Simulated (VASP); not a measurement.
MgS (Niningerite):

```
CELL_PARAMETERS angstrom
0.00000 2.61888 2.61888
2.61888 0.00000 2.61888
2.61888 2.61888 0.00000
ATOMIC_POSITIONS crystal
S 0.50000 0.50000 0.50000
Mg 0.00000 0.00000 0.00000
```

Base run:

- Program: VASP 6.6.1
- Functional: r2SCAN
- Potentials or basis: VASP PAW PBE potentials, release 64 (S, Mg)
- Cutoff: 520 eV
- k mesh: 9 × 9 × 9
- Occupations: fermi-dirac, width 0.05 eV
- Spin: no spin polarisation

Its results: band gap on the k mesh 3.52 eV, indirect (least direct gap 4.45 eV); pressure -2.0 GPa.

Task: The run is repeated on the same cell with these changes: functional from r2SCAN to PBE. What comes out?

Result: Band gap on the k mesh 2.86 eV, indirect (least direct gap 3.56 eV); pressure -0.6 GPa.

r2SCAN gives the wider gap, since meta-GGAs in the generalised Kohn-Sham scheme recover part of the derivative discontinuity.

Caveats: the PAW data sets were made with another functional, which shifts forces and pressure a little (some runs).

A k mesh can miss the band edges.
